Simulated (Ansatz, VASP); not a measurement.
This is a calculation of SnSe2 for VASP 6.6.1.

INCAR

```
SYSTEM = SnSe2
PREC = Accurate
ENCUT = 500
EDIFF = 1E-6
ISMEAR = -1
SIGMA = 0.03
LREAL = .FALSE.
LASPH = .TRUE.
NELM = 120
ALGO = Normal
ISIF = 2
LWAVE = .FALSE.
LCHARG = .FALSE.
GGA = PE
NBANDS = 20
GGA_COMPAT = .FALSE.
```

Contents of KPOINTS:

```
Automatic mesh
0
G
  4 4 2
  0 0 0
```

File POSCAR:

```
SnSe2
1.0
    3.8110000000      0.0000000000      0.0000000000
   -1.9055000000      3.3004228138      0.0000000000
    0.0000000000      0.0000000000      6.1360000000
Sn Se
1 2
Direct
    0.0000000000      0.0000000000      0.0000000000
    0.6666666667      0.3333333333      0.7510000000
    0.3333333333      0.6666666667      0.2490000000
```

Potentials or basis: VASP PAW PBE potentials, release 64 (Sn_d, Se).

Command:

```bash
$ cat potpaw_PBE.64/Sn_d/POTCAR potpaw_PBE.64/Se/POTCAR > POTCAR
$ mpirun -np 1 vasp_std > vasp.out
```

**Question.** Set up the same calculation for Ansatz 0.2.0. Potentials there: all-electron LAPW, scalar-relativistic.

**Answer.** As run (the cutoff follows the program's own potentials):

The input input.yaml:

```yaml
crystal:
  lattice:
    - [3.811, 0.0, 0.0]
    - [-1.9055, 3.3004228138, 0.0]
    - [0.0, 0.0, 6.136]
  atoms:
    - { symbol: Sn, position: [0.0, 0.0, 0.0] }
    - { symbol: Se, position: [0.6666666667, 0.3333333333, 0.751] }
    - { symbol: Se, position: [0.3333333333, 0.6666666667, 0.249] }
kpoints:
  mp_grid: { grid: [4, 4, 2] }
scf:
  occupations: { method: fermi_dirac, width: 0.03 }
hamiltonian:
  xc: pbe
  pseudopotentials: { kind: all_electron, lapw: { basis_error: 0.002 } }
output:
  forces: true
  stress: true
  eigenvalues: true
```

Potentials or basis: all-electron LAPW, scalar-relativistic.

Run with:

```console
$ ansatz run input.yaml --threads 2 --pin off --max-ram 6144MiB --backend cpu --events-out ev --progress --plain --runs-dir out
```

Both were run:

|  | VASP | Ansatz | Ansatz less VASP |
| --- | --- | --- | --- |
| gap on the k mesh at the Fermi level (eV) | 0.87 | 0.88 | +0.008 |
| least direct gap on the mesh (eV) | 1.09 | 1.10 | +0.016 |
| pressure (GPa) | 6.0 | 5.9 | -0.10 |
| rms of the force components (eV/Å) | 0.358 | 0.349 | -0.0088 |

Atom by atom the forces differ by 0.009 eV/Å (rms over components). Ansatz ran all-electron here, and VASP with PAW potentials.

The k mesh is coarse, so the values compare programs but aren't converged.
